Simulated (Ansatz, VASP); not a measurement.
**Two plane-wave programs on InAs**

Contents of INCAR:

```
PREC     = Accurate       # precision mode
ENCUT    = 520            # plane-wave cutoff, eV
EDIFF    = 1E-7           # SCF threshold, eV
ISMEAR   = 0              # smearing method
SIGMA    = 0.15           # smearing width, eV
LREAL    = F              # projectors in reciprocal space
LASPH    = T              # aspherical terms in the spheres
NELM     = 80             # most SCF steps
ALGO     = Normal         # electronic algorithm
ISIF     = 2              # what is computed and relaxed
LWAVE    = F              # write WAVECAR
LCHARG   = F              # write CHGCAR
GGA      = PE             # functional
NBANDS   = 16             # bands
```

The input KPOINTS:

```
Automatic mesh
0
Gamma
  16 16 16
```

POSCAR

```
InAs
1.0
    0.0000000000      3.0469789630      3.0469789630
    3.0469789630      0.0000000000      3.0469789630
    3.0469789630      3.0469789630      0.0000000000
In As
1 1
Direct
    0.0000000000      0.0000000000      0.0000000000
    0.7500000000      0.7500000000      0.7500000000
```

Input for Ansatz:

```yaml
crystal:
  lattice:
    - [0.0, 3.046978963, 3.046978963]
    - [3.046978963, 0.0, 3.046978963]
    - [3.046978963, 3.046978963, 0.0]
  atoms:
    - { symbol: In, position: [0.0, 0.0, 0.0] }
    - { symbol: As, position: [0.75, 0.75, 0.75] }
basis:
  ecutwfc: 420
kpoints:
  mp_grid: { grid: [16, 16, 16] }
hamiltonian:
  xc: pbe
scf:
  occupations: { method: gaussian, width: 0.15 }
output:
  forces: true
  stress: true
  eigenvalues: true
```

Change from the starting cell: strain -0.015 along x and y, -0.015 along z, atoms carried along.

Alike in both runs: task single point; functional PBE; k mesh 16 × 16 × 16; occupations gaussian, width 0.15 eV; no spin polarisation.

|  | VASP | Ansatz |
| --- | --- | --- |
| version | VASP 6.6.1 | Ansatz 0.2.0 |
| potentials or method | VASP PAW PBE potentials, release 64 (In_d, As), cutoff 520 eV | scalar-relativistic, plane waves, PAW |
| valence electrons in the cell | 18 | 28 |

|  | VASP | Ansatz | Ansatz less VASP |
| --- | --- | --- | --- |
| gap on the k mesh at the Fermi level (eV) | none | none | - |
| pressure (GPa) | 2.5 | 2.4 | -0.06 |

A gap of «none» marks a metal or a gap that the smearing closes. VASP's potentials hold 18 valence electrons a cell and Ansatz's 28, so a difference there can come from the potentials and not from the codes.
